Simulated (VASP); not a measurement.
# Fe (Pm-3n) in VASP: single point with PBE

Aim: the single point of Fe with PBE.

Everything below comes from runs of VASP 6.6.1. Logs are shortened: lines on timing, memory, paths and dates and some standing lists are left out, and cuts for length are marked.

## (1) The cell of the first run

It takes space group Pm-3n (No. 223, cubic). Conventional cell: a = 4.515 Å, b = 4.515 Å, c = 4.515 Å, α = 90.00°, β = 90.00°, γ = 90.00°. Fe (site symmetry m-3) has 12 Fe at 2.52 Å within 3.3 Å. Fe (site symmetry -4m2) has 14 Fe at 2.26 to 2.76 Å within 3.0 Å.

## (2) Single point, PBE, collinear spin, ferromagnetic start

INCAR

```
SYSTEM = Fe
ALGO     = Normal         ! electronic algorithm
EDIFF    = 1E-6           ! SCF threshold, eV
ENCUT    = 600            ! plane-wave cutoff, eV
GGA      = PE             ! functional
GGA_COMPAT= .FALSE.      
ISIF     = 2              ! what is computed and relaxed
ISMEAR   = -1             ! smearing method
ISPIN    = 2              ! spin polarisation
LASPH    = .TRUE.         ! aspherical terms in the spheres
LCHARG   = .FALSE.        ! write CHGCAR
LMAXMIX  = 4              ! l up to which the mixer works
LORBIT   = 11             ! projections on sites
LREAL    = .FALSE.        ! projectors in reciprocal space
LWAVE    = .FALSE.        ! write WAVECAR
MAGMOM   = 2.121 2.121 2.203 2.203 2.203 2.203 2.203 2.203 ! initial moments
NBANDS   = 46             ! bands
NELM     = 200            ! most SCF steps
PREC     = Accurate       ! precision mode
SIGMA    = 0.05           ! smearing width, eV
```

KPOINTS

```
k-points
0
G
  8 8 8
  0 0 0
```

POSCAR

```
Fe
1.0
    4.5147591733      0.0000000000      0.0000000000
    0.0000000000      4.5147591733      0.0000000000
    0.0000000000      0.0000000000      4.5147591733
Fe
8
Direct
    0.0000000000      1.0000000000      0.0000000000
    0.5000000000      0.5000000000      0.5000000000
    0.2500000000      1.0000000000      0.5000000000
    0.7500000000      1.0000000000      0.5000000000
    0.5000000000      0.2500000000      0.0000000000
    0.5000000000      0.7500000000      1.0000000000
    1.0000000000      0.5000000000      0.2500000000
    1.0000000000      0.5000000000      0.7500000000
```

Potentials or basis: VASP PAW PBE potentials, release 64 (Fe).

Command:

```bash
> cat potpaw_PBE.64/Fe/POTCAR > POTCAR
> mpirun -np 1 vasp_std > vasp.out
```

OUTCAR:

```text
SYSTEM = Fe
   EDIFF = 1E-6
   ENCUT = 600
   GGA = PE
   ISIF = 2
   ISMEAR = -1
   ISPIN = 2
   LASPH = .TRUE.
   LORBIT = 11
   LREAL = .FALSE.
   NELM = 200
   PREC = Accurate

 ion  position               nearest neighbor table
   1  0.000  0.000  0.000-   3 2.52   4 2.52   5 2.52   6 2.52   7 2.52   8 2.52   3 2.52   4 2.52
                             7 2.52   8 2.52   5 2.52   6 2.52
   2  0.500  0.500  0.500-   3 2.52   4 2.52   5 2.52   6 2.52   7 2.52   8 2.52   5 2.52   6 2.52
                             3 2.52   4 2.52   7 2.52   8 2.52
   3  0.250  0.000  0.500-   4 2.26   4 2.26   1 2.52   1 2.52   2 2.52   2 2.52   8 2.76   5 2.76
                             5 2.76   6 2.76   6 2.76   7 2.76   8 2.76   7 2.76
   4  0.750  0.000  0.500-   3 2.26   3 2.26   1 2.52   1 2.52   2 2.52   2 2.52   8 2.76   5 2.76
                             5 2.76   6 2.76   6 2.76   7 2.76   8 2.76   7 2.76
   5  0.500  0.250  0.000-   6 2.26   6 2.26   1 2.52   2 2.52   2 2.52   1 2.52   8 2.76   4 2.76
                             3 2.76   4 2.76   3 2.76   7 2.76   7 2.76   8 2.76
   6  0.500  0.750  0.000-   5 2.26   5 2.26   1 2.52   2 2.52   2 2.52   1 2.52   8 2.76   4 2.76
                             3 2.76   4 2.76   3 2.76   7 2.76   7 2.76   8 2.76
   7  0.000  0.500  0.250-   8 2.26   8 2.26   1 2.52   2 2.52   1 2.52   2 2.52   3 2.76   4 2.76
                             5 2.76   3 2.76   4 2.76   6 2.76   5 2.76   6 2.76
   8  0.000  0.500  0.750-   7 2.26   7 2.26   1 2.52   2 2.52   1 2.52   2 2.52   3 2.76   4 2.76
                             5 2.76   3 2.76   4 2.76   6 2.76   5 2.76   6 2.76

  LATTYP: Found a simple cubic cell.
 ALAT       =     4.5147591733

  Lattice vectors:

 A1 = (   4.5147591733,   0.0000000000,   0.0000000000)
 A2 = (   0.0000000000,   4.5147591733,   0.0000000000)
 A3 = (   0.0000000000,   0.0000000000,   4.5147591733)

Analysis of symmetry for initial positions (statically):
=====================================================================
 Subroutine PRICEL returns:
 Original cell was already a primitive cell.

 Routine SETGRP: Setting up the symmetry group for a
 simple cubic supercell.

 Subroutine GETGRP returns: Found 48 space group operations
 (whereof 24 operations were pure point group operations)
 out of a pool of 48 trial point group operations.

The static configuration has the point symmetry T_h .
 The point group associated with its full space group is O_h .

Analysis of symmetry for dynamics (positions and initial velocities):
=====================================================================
 Subroutine PRICEL returns:
 Original cell was already a primitive cell.

 Routine SETGRP: Setting up the symmetry group for a
 simple cubic supercell.

 Subroutine GETGRP returns: Found 48 space group operations
 (whereof 24 operations were pure point group operations)
 out of a pool of 48 trial point group operations.

The dynamic configuration has the point symmetry T_h .
 The point group associated with its full space group is O_h .

Analysis of structural, dynamic, and magnetic symmetry:
=====================================================================
 Subroutine PRICEL returns:
 Original cell was already a primitive cell.

 Routine SETGRP: Setting up the symmetry group for a
 simple cubic supercell.

 Subroutine GETGRP returns: Found 48 space group operations
 (whereof 24 operations were pure point group operations)
 out of a pool of 48 trial point group operations.

The overall configuration has the point symmetry T_h .
 The point group associated with its full space group is O_h .

 Subroutine INISYM returns: Found 48 space group operations
 (whereof 24 operations are pure point group operations),
 and found     1 'primitive' translations

----------------------------------------------------------------------------------------

                                     Primitive cell

  volume of cell :      92.0246

  direct lattice vectors                    reciprocal lattice vectors
     4.514759173  0.000000000  0.000000000     0.221495757  0.000000000  0.000000000
     0.000000000  4.514759173  0.000000000     0.000000000  0.221495757  0.000000000
     0.000000000  0.000000000  4.514759173     0.000000000  0.000000000  0.221495757

  length of vectors
     4.514759173  4.514759173  4.514759173     0.221495757  0.221495757  0.221495757
[... 81 lines left out ...]
   NGX,Y,Z   is equivalent  to a cutoff of  13.26, 13.26, 13.26 a.u.
   NGXF,Y,Z  is equivalent  to a cutoff of  26.51, 26.51, 26.51 a.u.
 SYSTEM =  Fe
   PREC   = accura    normal or accurate (medium, high low for compatibility)
   ISTART =      0    job   : 0-new  1-cont  2-samecut
   ICHARG =      2    charge: 1-file 2-atom 10-const
   ISPIN  =      2    spin polarized calculation?
   LNONCOLLINEAR =      F non collinear calculations
   LSORBIT =      F    spin-orbit coupling
   LASPH  =      T    aspherical Exc in radial PAW
   ENCUT  =  600.0 eV  44.10 Ry    6.64 a.u.   9.02  9.02  9.02*2*pi/ulx,y,z
   NELM   =    200;   NELMIN=  2; NELMDL= -5     # of ELM steps
   EDIFF  = 0.1E-05   stopping-criterion for ELM
   LREAL  =      F    real-space projection
   EDIFFG = 0.1E-04   stopping-criterion for IOM
   NSW    =      0    number of steps for IOM
   IBRION =     -1    ionic relax: 0-MD 1-quasi-New 2-CG
   NFREE  =      0    steps in history (QN), initial steepest desc. (CG)
   ISIF   =      2    stress and relaxation
   ISYM   =      2    0-nonsym 1-usesym 2-fastsym
   POTIM  = 0.5000    time-step for ionic-motion
   TEBEG  =    0.0;   TEEND  =   0.0 temperature during run
   PSTRESS=    0.0 pullay stress
   NELECT =      64.0000    total number of electrons
   NUPDOWN=      -1.0000    fix difference up-down
   EMIN   =  10.00;   EMAX   =-10.00  energy-range for DOS
   EFERMI =   0.00;   METHOD = LEGACY
   ISMEAR =    -1;   SIGMA  =   0.05  broadening in eV -4-tet -1-fermi 0-gaus
   EFERMI_NEDOS =   21; number of points for ismear=-14 and -15
   IALGO  =     38    algorithm
   IMIX   =      4    mixing-type and parameters
     AMIX     =   0.40;   BMIX     =  1.00
     AMIX_MAG =   1.60;   BMIX_MAG =  1.00
  volume/ion in A,a.u.               =      11.50        77.63
  Fermi-wavevector in a.u.,A,eV,Ry     =   1.450442  2.740937 28.623674  2.103781
  Thomas-Fermi vector in A             =   2.568053
   LORBIT       =     11    0 simple, 1 ext, 2 COOP (PROOUT), +10 PAW based schemes
   GGA     = PE    functional components
   LHFCALC =     F    Hartree Fock is set to
   AEXX    =    0.0000 exact exchange contribution
   IVDW    =     0    specifies the selected vdW correction
   LEPSILON=     F    determine dielectric tensor
   LRPA    =     F    only Hartree local field effects (RPA)
 spin polarized calculation
  energy-cutoff  :      600.00
  volume of cell :       92.02
 maximum number of plane-waves:      3112
   NGX = 19   NGY = 19   NGZ = 19

 number of electron      64.0000032 magnetization      17.4423049

 Free energy of the ion-electron system (eV)
  ---------------------------------------------------
  ext. energy  EPLUGINS =         0.00000000
  ---------------------------------------------------
  free energy    TOTEN  =       -65.25544707 eV

  energy without entropy =      -65.18247118  energy(sigma->0) =      -65.21895913

 E-fermi :   5.6704     XC(G=0): -13.0331

 val. band max:        5.6697176560   @ k =   0.3750   0.3750   0.1250
 cond. band min:       5.6706720404   @ k =   0.5000   0.2500   0.0000
 fundamental gap:      0.0009543844
 Fermi energy:         5.6704122460

 spin component 1

 k-point     1 :       0.0000    0.0000    0.0000
  band No.  band energies     occupation
      1      -2.6455      1.00000
      2       0.9368      1.00000
      3       0.9368      1.00000
      4       1.6018      1.00000
      5       1.6450      1.00000
      6       1.6450      1.00000
[... 1117 lines left out ...]
     43       6.0280      0.00078
     44       6.1520      0.00007

 [... further k-points ...]

 spin component 2

 k-point     1 :       0.0000    0.0000    0.0000
  band No.  band energies     occupation
      1      -2.4896      1.00000
      2       2.0250      1.00000
      3       2.0250      1.00000
      4       2.5810      1.00000
      5       3.3988      1.00000
      6       3.3988      1.00000
[... 1117 lines left out ...]
     43       8.1409      0.00000
     44       8.3063      0.00000

 [... further k-points ...]

 [bands above 44 left out]

------------------------ aborting loop because EDIFF is reached ----------------------------------------

  FORCE on cell =-STRESS in cart. coord.  units (eV):
  Direction    XX          YY          ZZ          XY          YZ          ZX
  --------------------------------------------------------------------------------------
  -------------------------------------------------------------------------------------
  Total        0.0578394      0.0578394      0.0578394     -0.0000000      0.0000000     -0.0000000
  in kB        1.0070031      1.0070031      1.0070031     -0.0000000      0.0000000     -0.0000000
  external PRESSURE =       1.0070031 kB  Pullay stress =       0.0000000 kB

 VOLUME and BASIS-vectors are now :
 -----------------------------------------------------------------------------
  energy-cutoff  :      600.00
  volume of cell :       92.02
      direct lattice vectors                 reciprocal lattice vectors
     4.514759173  0.000000000  0.000000000     0.221495757  0.000000000  0.000000000
     0.000000000  4.514759173  0.000000000     0.000000000  0.221495757  0.000000000
     0.000000000  0.000000000  4.514759173     0.000000000  0.000000000  0.221495757

 POSITION                                       TOTAL-FORCE (eV/Angst)
 -----------------------------------------------------------------------------------
      0.00000      0.00000      0.00000         0.000000     -0.000000      0.000000
      2.25738      2.25738      2.25738         0.000000     -0.000000      0.000000
      1.12869      0.00000      2.25738        -0.000000     -0.000000      0.000000
      3.38607      0.00000      2.25738         0.000000      0.000000      0.000000
      2.25738      1.12869      0.00000        -0.000000     -0.000000      0.000000
      2.25738      3.38607      0.00000        -0.000000      0.000000     -0.000000
      0.00000      2.25738      1.12869         0.000000      0.000000      0.000000
      0.00000      2.25738      3.38607        -0.000000      0.000000     -0.000000
 -----------------------------------------------------------------------------------
    total drift:                                0.000000      0.000000     -0.000000

  FREE ENERGIE OF THE ION-ELECTRON SYSTEM (eV)
  ---------------------------------------------------
  free  energy   TOTEN  =       -65.2554470710 eV

  energy  without entropy=      -65.1824711817  energy(sigma->0) =      -65.21895913

 total charge

# of ion       s       p       d       tot
------------------------------------------
    1        0.493   0.546   6.246   7.286
    2        0.493   0.546   6.246   7.286
    3        0.484   0.525   6.254   7.264
    4        0.484   0.525   6.254   7.264
    5        0.484   0.525   6.254   7.264
    6        0.484   0.525   6.254   7.264
    7        0.484   0.525   6.254   7.264
    8        0.484   0.525   6.254   7.264
--------------------------------------------------
tot          3.890   4.245  50.018  58.154

 magnetization (x)

# of ion       s       p       d       tot
------------------------------------------
    1       -0.026  -0.062   2.209   2.120
    2       -0.026  -0.062   2.209   2.120
    3       -0.017  -0.054   2.269   2.198
    4       -0.017  -0.054   2.269   2.198
    5       -0.017  -0.054   2.269   2.198
    6       -0.017  -0.054   2.269   2.198
    7       -0.017  -0.054   2.269   2.198
    8       -0.017  -0.054   2.269   2.198
--------------------------------------------------
tot         -0.157  -0.447  18.033  17.430
```

Run time: 3.1 min. Hardware: 1 thread of AMD EPYC 9R45 (Zen 5), shared host; peak memory 0.36 GiB.

Results:

- Free energy: -65.2554 eV
- Pressure: 0.1 GPa
- Net moment: 17.44 μB per cell
- Site moments: Fe +2.12, +2.20 (each value once) μB
- Valence electrons inside the program's atomic spheres: Fe 7.29, 7.26 (each value once)
